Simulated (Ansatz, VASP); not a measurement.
# Al3GaSb4 in VASP and in Ansatz

```xyz
8
Lattice="6.1287 0.0000 0.0000 0.0000 6.1287 0.0000 0.0000 0.0000 6.1287" Properties=species:S:1:pos:R:3 pbc="T T T"
Al    3.0643    3.0643    0.0000
Al    3.0643    0.0000    3.0643
Al    0.0000    3.0643    3.0643
Ga    0.0000    0.0000    0.0000
Sb    4.6002    4.6002    1.5285
Sb    4.6002    1.5285    4.6002
Sb    1.5285    4.6002    4.6002
Sb    1.5285    1.5285    1.5285
```

Alike in both runs: task relaxation of cell and atoms; functional PBEsol; k mesh 6 × 6 × 6; occupations gaussian, width 0.02 eV; no spin polarisation.

|  | VASP | Ansatz |
| --- | --- | --- |
| version | VASP 6.6.1 | Ansatz 0.2.0 |
| potentials or method | VASP PAW PBE potentials, release 64 (Al, Ga_d, Sb), cutoff 600 eV | scalar-relativistic, plane waves, PAW |
| valence electrons in the cell | 42 | 82 |

Ansatz gave:

* gap on the k mesh at the Fermi level, each at its own relaxed structure (eV): 0.43
* relaxed volume (Å³/atom): 29.03
* relaxed cell length with the largest relative difference (Å): 6.147

Which values does VASP return?

gap on the k mesh at the Fermi level, each at its own relaxed structure (eV): 0.42; relaxed volume (Å³/atom): 29.17; relaxed cell length with the largest relative difference (Å): 6.157.

VASP's potentials were made for PBE, not for PBEsol. VASP's potentials hold 42 valence electrons a cell and Ansatz's 82, so a difference there can come from the potentials and not from the codes.

Spin-orbit coupling is off throughout.
